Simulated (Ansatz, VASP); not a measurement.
# GaN in VASP and in Ansatz

Contents of INCAR:

```
PREC     = Accurate       # precision mode
ENCUT    = 520            # plane-wave cutoff, eV
EDIFF    = 1E-6           # SCF threshold, eV
ISMEAR   = 0              # smearing method
SIGMA    = 0.01           # smearing width, eV
LREAL    = F              # projectors in reciprocal space
LASPH    = T              # aspherical terms in the spheres
NELM     = 80             # most SCF steps
ALGO     = Normal         # electronic algorithm
ISIF     = 2              # what is computed and relaxed
LWAVE    = F              # write WAVECAR
LCHARG   = F              # write CHGCAR
GGA      = CA             # functional
NBANDS   = 16             # bands
```

File KPOINTS:

```
regular mesh
0
Gamma
  10 10 10
```

The input POSCAR:

```
GaN
1.0
    2.1831504092      2.1831504092      0.0000000000
   -2.1831504092      2.1831504092      0.0000000000
    0.0000000000      2.1831504092      2.2753185838
Ga N
1 1
Direct
    0.0000000000      0.0000000000      0.0000000000
    0.2500000000      0.7500000000      0.5000000000
```

Input for Ansatz:

```yaml
crystal:
  lattice:
    - [2.18315040917, 2.18315040917, 0.0]
    - [-2.18315040917, 2.18315040917, 0.0]
    - [0.0, 2.18315040917, 2.27531858381]
  atoms:
    - { symbol: Ga, position: [0.0, 0.0, 0.0] }
    - { symbol: "N", position: [0.25, 0.75, 0.5] }
kpoints:
  mp_grid: { grid: [10, 10, 10] }
scf:
  occupations: { method: fixed }
  convergence: { dr2_threshold: 1.0e-10 }
hamiltonian:
  xc: lda
  pseudopotentials: { kind: all_electron, lapw: { basis_error: 0.0005 } }
output:
  forces: true
  stress: true
  eigenstates:
    kpoints:
      - [0.0, 0.0, 0.0]
      - [-0.5, -0.5, -0.5]
      - [-0.5, 0.5, 0.0]
      - [0.0, 0.0, -0.5]
      - [0.0, -0.5, -0.5]
      - [0.0, 0.5, 0.0]
      - [-0.5, 0.0, 0.0]
      - [-0.5, 0.0, -0.5]
  eigenvalues: true
```

Change from the starting cell: film at in-plane strain -0.02.

Alike in both runs: task single point; functional LDA; k mesh 10 × 10 × 10; no spin polarisation.

```csv
,VASP,Ansatz
version,VASP 6.6.1,Ansatz 0.2.0
potentials or method,"VASP PAW LDA potentials, release 64 (Ga_d, N), cutoff 520 eV","all-electron LAPW, scalar-relativistic"
occupations,"gaussian, width 0.01 eV",fixed
```

```csv
,VASP,Ansatz,Ansatz less VASP
gap on the k mesh at the Fermi level (eV),2.02,2.01,-0.009
pressure (GPa),5.1,4.1,-0.99
"traceless stress, the component that is largest in VASP (GPa)",-3.86,-3.90,-0.042
```

LDA's correlation is that of Perdew and Zunger in VASP and of Perdew and Wang (1992) in Ansatz. Ansatz ran all-electron here, and VASP with PAW potentials.
